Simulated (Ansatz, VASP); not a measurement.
## BeTe in VASP and in Ansatz

```
Be Te
1.0
     0.00000    2.83146    2.83146
     2.83146    0.00000    2.83146
     2.83146    2.83146    0.00000
Be Te
1 1
Direct
  0.00000 0.00000 0.00000
  0.75000 0.75000 0.75000
```

Alike in both runs: task single point; functional r2SCAN; k mesh 4 × 4 × 4; occupations gaussian, width 0.1 eV; no spin polarisation.

|  | VASP | Ansatz |
| --- | --- | --- |
| version | VASP 6.6.1 | Ansatz 0.2.0 |
| potentials or method | VASP PAW PBE potentials, release 64 (Be, Te), cutoff 660 eV | scalar-relativistic, plane waves, PAW |
| valence electrons in the cell | 8 | 18 |

Ansatz gave:

```
gap on the k mesh at the Fermi level (eV) : 2.37
least direct gap on the mesh (eV)         : 4.04
pressure (GPa)                            : 0.3
```

**Question.** Which values does VASP return?

**Answer.** gap on the k mesh at the Fermi level (eV): 2.37; least direct gap on the mesh (eV): 4.03; pressure (GPa): 0.4.

VASP's potentials were made for PBE, not for r2SCAN. The functional is the same, so the differences come from potentials, cutoffs and numerics. VASP's potentials hold 8 valence electrons a cell and Ansatz's 18, so a difference there can come from the potentials and not from the codes.

The k mesh is coarse, so the values compare programs but aren't converged. Neither program's run includes spin-orbit coupling.
